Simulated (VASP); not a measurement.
# ZnO (P6_3mc) in VASP: a series of runs

ZnO is run at these levels: PBEsol; tasks: single point, relaxation of cell and atoms.

Program: VASP 6.6.1. These are calculated values, not measurements. Logs are shortened: lines on timing, memory, paths and dates and some standing lists are left out, and cuts for length are marked.

## Step 1: The cell of the first run

It takes space group P6_3mc (No. 186, hexagonal). The conventional cell has a = 3.231 Å, b = 3.231 Å, c = 5.214 Å, α = 90.00°, β = 90.00°, γ = 120.00°. Zn (site symmetry 3m) has 4 O at 1.97 to 1.98 Å within 2.6 Å. O (site symmetry 3m) has 4 Zn at 1.97 to 1.98 Å within 2.6 Å.

## Step 2: Single point, PBEsol

INCAR reads:

```
ALGO = Normal
EDIFF = 1E-6
ENCUT = 520
GGA = PS
ISIF = 2
ISMEAR = 0
LASPH = True
LCHARG = False
LREAL = False
LWAVE = False
NBANDS = 26
NELM = 80
PREC = Accurate
SIGMA = 0.02
```

KPOINTS reads:

```
k-points
0
Gamma
  9 9 6
```

POSCAR reads:

```
ZnO
1.0
    3.2305167433      0.0000000000      0.0000000000
   -1.6152583716      2.7977095671      0.0000000000
    0.0000000000      0.0000000000      5.2139362521
Zn O
2 2
Direct
    0.6666666667      0.3333333333      0.5006385768
    0.3333333333      0.6666666667      0.0006385768
    0.6666666667      0.3333333333      0.8796714232
    0.3333333333      0.6666666667      0.3796714232
```

Potentials or basis: VASP PAW PBE potentials, release 64 (Zn, O).

On the command line:

```console
$ cat potpaw_PBE.64/Zn/POTCAR potpaw_PBE.64/O/POTCAR > POTCAR
$ mpirun -np 1 vasp_std > vasp.out
```

OUTCAR:

```text
EDIFF = 1E-6
   ENCUT = 520
   GGA = PS
   ISIF = 2
   ISMEAR = 0
   LASPH = True
   LREAL = False
   NELM = 80
   PREC = Accurate

 ion  position               nearest neighbor table
   1  0.667  0.333  0.501-   4 1.97   4 1.97   4 1.97   3 1.98
   2  0.333  0.667  0.001-   3 1.97   3 1.97   3 1.97   4 1.98
   3  0.667  0.333  0.880-   2 1.97   2 1.97   2 1.97   1 1.98
   4  0.333  0.667  0.380-   1 1.97   1 1.97   1 1.97   2 1.98

  LATTYP: Found a hexagonal cell.
 ALAT       =     3.2305167433
 C/A-ratio  =     1.6139635440

  Lattice vectors:

 A1 = (   3.2305167433,   0.0000000000,   0.0000000000)
 A2 = (  -1.6152583716,   2.7977095671,   0.0000000000)
 A3 = (   0.0000000000,   0.0000000000,   5.2139362521)

Analysis of symmetry for initial positions (statically):
=====================================================================
 Subroutine PRICEL returns:
 Original cell was already a primitive cell.

 Routine SETGRP: Setting up the symmetry group for a
 hexagonal supercell.

 Subroutine GETGRP returns: Found 12 space group operations
 (whereof  6 operations were pure point group operations)
 out of a pool of 24 trial point group operations.

The static configuration has the point symmetry C_3v.
 The point group associated with its full space group is C_6v.

Analysis of symmetry for dynamics (positions and initial velocities):
=====================================================================
 Subroutine PRICEL returns:
 Original cell was already a primitive cell.

 Routine SETGRP: Setting up the symmetry group for a
 hexagonal supercell.

 Subroutine GETGRP returns: Found 12 space group operations
 (whereof  6 operations were pure point group operations)
 out of a pool of 24 trial point group operations.

The dynamic configuration has the point symmetry C_3v.
 The point group associated with its full space group is C_6v.

 Subroutine INISYM returns: Found 12 space group operations
 (whereof  6 operations are pure point group operations),
 and found     1 'primitive' translations

----------------------------------------------------------------------------------------

                                     Primitive cell

  volume of cell :      47.1238

  direct lattice vectors                    reciprocal lattice vectors
[... 82 lines left out ...]
   PREC   = accura    normal or accurate (medium, high low for compatibility)
   ISTART =      0    job   : 0-new  1-cont  2-samecut
   ICHARG =      2    charge: 1-file 2-atom 10-const
   ISPIN  =      1    spin polarized calculation?
   LNONCOLLINEAR =      F non collinear calculations
   LSORBIT =      F    spin-orbit coupling
   LASPH  =      T    aspherical Exc in radial PAW
   ENCUT  =  520.0 eV  38.22 Ry    6.18 a.u.   6.01  6.01  9.69*2*pi/ulx,y,z
   NELM   =     80;   NELMIN=  2; NELMDL= -5     # of ELM steps
   EDIFF  = 0.1E-05   stopping-criterion for ELM
   LREAL  =      F    real-space projection
[... 7 lines left out ...]
   TEBEG  =    0.0;   TEEND  =   0.0 temperature during run
   PSTRESS=    0.0 pullay stress
   NELECT =      36.0000    total number of electrons
   NUPDOWN=      -1.0000    fix difference up-down
   EMIN   =  10.00;   EMAX   =-10.00  energy-range for DOS
   EFERMI =   0.00;   METHOD = LEGACY
   ISMEAR =     0;   SIGMA  =   0.02  broadening in eV -4-tet -1-fermi 0-gaus
   EFERMI_NEDOS =   21; number of points for ismear=-14 and -15
   IALGO  =     38    algorithm
   IMIX   =      4    mixing-type and parameters
     AMIX     =   0.40;   BMIX     =  1.00
     AMIX_MAG =   1.60;   BMIX_MAG =  1.00
  volume/ion in A,a.u.               =      11.78        79.50
  Fermi-wavevector in a.u.,A,eV,Ry     =   1.496565  2.828098 30.473056  2.239706
  Thomas-Fermi vector in A             =   2.608565
   LORBIT       =      0    0 simple, 1 ext, 2 COOP (PROOUT), +10 PAW based schemes
   GGA     = PS    functional components
   LHFCALC =     F    Hartree Fock is set to
   AEXX    =    0.0000 exact exchange contribution
   IVDW    =     0    specifies the selected vdW correction
   LEPSILON=     F    determine dielectric tensor
   LRPA    =     F    only Hartree local field effects (RPA)
 non-spin polarized calculation
 Gauss-broadening in eV      SIGMA  =   0.02
  energy-cutoff  :      520.00
  volume of cell :       47.12
 maximum number of plane-waves:      1290
   NGX = 13   NGY = 13   NGZ = 19

 number of electron      36.0000015 magnetization

 Free energy of the ion-electron system (eV)
  ---------------------------------------------------
  ext. energy  EPLUGINS =         0.00000000
  ---------------------------------------------------
  free energy    TOTEN  =       -19.41051000 eV

  energy without entropy =      -19.41051000  energy(sigma->0) =      -19.41051000

 E-fermi :   1.2352     XC(G=0): -11.2400

 val. band max:        1.1463000720   @ k =   0.0000   0.0000   0.0000
 cond. band min:       1.8354962636   @ k =   0.0000   0.0000   0.0000
 fundamental gap:      0.6891961916
 Fermi energy:         1.2352157274

 k-point     1 :       0.0000    0.0000    0.0000
  band No.  band energies     occupation
      1     -16.9822      2.00000
      2     -16.2268      2.00000
      3      -4.6620      2.00000
      4      -4.6223      2.00000
      5      -4.6223      2.00000
      6      -4.5776      2.00000
[... 685 lines left out ...]
     25      14.4030      0.00000
     26      15.5096      0.00000

 [... further k-points ...]

------------------------ aborting loop because EDIFF is reached ----------------------------------------

  FORCE on cell =-STRESS in cart. coord.  units (eV):
  Direction    XX          YY          ZZ          XY          YZ          ZX
  --------------------------------------------------------------------------------------
  -------------------------------------------------------------------------------------
  Total        0.2125477      0.2125477      0.2154915      0.0000000      0.0000000      0.0000000
  in kB        7.2264772      7.2264772      7.3265644      0.0000000      0.0000000      0.0000000
  external PRESSURE =       7.2598396 kB  Pullay stress =       0.0000000 kB

 VOLUME and BASIS-vectors are now :
 -----------------------------------------------------------------------------
  energy-cutoff  :      520.00
  volume of cell :       47.12
      direct lattice vectors                 reciprocal lattice vectors
     3.230516743  0.000000000  0.000000000     0.309548001  0.178717622  0.000000000
    -1.615258372  2.797709567  0.000000000     0.000000000  0.357435243  0.000000000
     0.000000000  0.000000000  5.213936252     0.000000000  0.000000000  0.191793676

 POSITION                                       TOTAL-FORCE (eV/Angst)
 -----------------------------------------------------------------------------------
      1.61526      0.93257      2.61030        -0.000000     -0.000000      0.002607
     -0.00000      1.86514      0.00333         0.000000      0.000000      0.002607
      1.61526      0.93257      4.58655         0.000000     -0.000000     -0.002607
     -0.00000      1.86514      1.97958        -0.000000      0.000000     -0.002607
 -----------------------------------------------------------------------------------
    total drift:                               -0.000000      0.000000      0.000814

  FREE ENERGIE OF THE ION-ELECTRON SYSTEM (eV)
  ---------------------------------------------------
  free  energy   TOTEN  =       -19.4105100022 eV

  energy  without entropy=      -19.4105100022  energy(sigma->0) =      -19.41051000
```

OSZICAR:

```text
N       E                     dE             d eps       ncg     rms          rms(c)
DAV:   1     0.294073302970E+03    0.29407E+03   -0.18183E+04  2504   0.203E+03
DAV:   2     0.101862781829E+02   -0.28389E+03   -0.26561E+03  2576   0.411E+02
DAV:   3    -0.215657186432E+02   -0.31752E+02   -0.31299E+02  2814   0.140E+02
DAV:   4    -0.222083559138E+02   -0.64264E+00   -0.64118E+00  2770   0.202E+01
DAV:   5    -0.222115120321E+02   -0.31561E-02   -0.31559E-02  2736   0.148E+00    0.142E+01
DAV:   6    -0.192822226503E+02    0.29293E+01   -0.55760E+00  3882   0.602E+01    0.918E+00
DAV:   7    -0.194591770168E+02   -0.17695E+00   -0.26223E+00  2580   0.158E+01    0.547E+00
DAV:   8    -0.194591888294E+02   -0.11813E-04   -0.50403E-01  3636   0.726E+00    0.163E+00
DAV:   9    -0.194083754007E+02    0.50813E-01   -0.94709E-02  3688   0.609E+00    0.347E-01
DAV:  10    -0.194104693211E+02   -0.20939E-02   -0.38046E-02  2524   0.132E+00    0.111E-01
DAV:  11    -0.194104827633E+02   -0.13442E-04   -0.60216E-04  2684   0.222E-01    0.247E-02
DAV:  12    -0.194105102914E+02   -0.27528E-04   -0.25050E-05  2602   0.392E-02    0.172E-02
DAV:  13    -0.194105100022E+02    0.28916E-06   -0.28428E-06  2492   0.316E-02
   1 F= -.19410510E+02 E0= -.19410510E+02  d E =-.121008E-12
```

stdout:

```text
POSCAR found type information on POSCAR ZnO
 POSCAR found :  2 types and       4 ions
 scaLAPACK will be used
 -----------------------------------------------------------------------------
|                                                                             |
|                                                                             |
|     You enforced a specific xc type in the INCAR file but a different       |
|     I HOPE YOU KNOW WHAT YOU ARE DOING!                                     |
|                                                                             |
 -----------------------------------------------------------------------------

 LDA part: xc-table for (Slater+PW92), standard interpolation
 POSCAR, INCAR and KPOINTS ok, starting setup
 FFT: planning ... GRIDC
 FFT: planning ... GRID_SOFT
 FFT: planning ... GRID
 WAVECAR not read
 entering main loop
```

Wall time 35 s (1 thread of Intel Xeon Platinum 8259CL at 2.50GHz (Skylake/Cascade Lake), shared host); peak memory 0.18 GiB.

Results:

| Item | Value |
| --- | --- |
| Free energy | -19.4105 eV |
| Pressure | 0.7 GPa |
| Band gap on the k mesh | 0.69 eV, direct |

Forces on the atoms (eV/Å):
```
Zn   0.000  0.000  0.003
Zn   0.000  0.000  0.003
O    0.000  0.000 -0.003
O    0.000  0.000 -0.003
```

Caveat: the PAW data sets were made with another functional, which shifts forces and pressure a little. As with any semilocal functional, this PBEsol gap is likely too small.

## Step 3: Single point, PBEsol

INCAR reads:

```
SYSTEM = ZnO
PREC     = Accurate       ! precision mode
ENCUT    = 520            ! plane-wave cutoff, eV
EDIFF    = 1E-7           ! SCF threshold, eV
ISMEAR   = 0              ! smearing method
SIGMA    = 0.02           ! smearing width, eV
LREAL    = .FALSE.        ! projectors in reciprocal space
LASPH    = .TRUE.         ! aspherical terms in the spheres
NELM     = 60             ! most SCF steps
ALGO     = Normal         ! electronic algorithm
ISIF     = 2              ! what is computed and relaxed
LWAVE    = .FALSE.        ! write WAVECAR
LCHARG   = .FALSE.        ! write CHGCAR
GGA      = PS             ! functional
NBANDS   = 26             ! bands
```

KPOINTS reads:

```
regular mesh
0
G
  9 9 6
  0 0 0
```

POSCAR is that of step 2.

Potentials or basis: VASP PAW PBE potentials, release 64 (Zn, O).

On the command line:

```console
$ cat potpaw_PBE.64/Zn/POTCAR potpaw_PBE.64/O/POTCAR > POTCAR
$ mpirun -np 1 vasp_std > vasp.out
```

Wall time 42 s (1 thread of Intel Xeon Platinum 8259CL at 2.50GHz (Skylake/Cascade Lake), shared host); peak memory 0.18 GiB.

It converged, with:

```yaml
Free_energy: -19.4105 eV
Pressure: 1.0 GPa
Band_gap_on_the_k_mesh: 0.69 eV, direct
```

Forces in eV/Å, atoms in the order of the input:
```
Zn   0.000  0.000  0.003
Zn   0.000  0.000  0.003
O    0.000  0.000 -0.003
O    0.000  0.000 -0.003
```

Levels at points of the mesh, in eV from the valence-band top:
```
           k point  band 15  band 16  band 17  band 18  band 19  band 20  band 21  band 22
(0.00, 0.00, 0.00)    -0.81    -0.09     0.00     0.00     0.69     5.15     8.10    12.83
(0.00, 0.00, 0.50)    -0.40    -0.40    -0.40    -0.40     3.38     3.38     9.96     9.96
```

Caveat: the PAW data sets were made with another functional, which shifts forces and pressure a little. A hybrid or GW would open this gap; PBEsol tends to underestimate it.

[end of part 1 of 2]
